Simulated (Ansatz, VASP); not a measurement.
Te in VASP and in Ansatz

```xyz
2
Lattice="4.0615 0.0000 0.0000 -2.0307 3.5174 0.0000 0.0000 0.0000 4.4451" Properties=species:S:1:pos:R:3 pbc="T T T"
Te    0.0000    2.3449    1.1113
Te    2.0307    1.1725    3.3338
```

Alike in both runs: functional PBE; k mesh 14 × 14 × 8; occupations fermi-dirac, width 0.05 eV; no spin polarisation.

Ansatz relaxed the structure, and its values are those at the end. VASP's run is a single point on that final structure, the one shown.

|  | VASP | Ansatz |
| --- | --- | --- |
| version | VASP 6.6.1 | Ansatz 0.2.0 |
| potentials or method | VASP PAW PBE potentials, release 64 (Te), cutoff 520 eV | all-electron LAPW, non-relativistic |

|  | VASP | Ansatz | Ansatz less VASP |
| --- | --- | --- | --- |
| pressure (GPa) | -0.7 | 0.0 | +0.71 |

Ansatz ran all-electron here, and VASP with PAW potentials.

Neither program's run includes spin-orbit coupling.
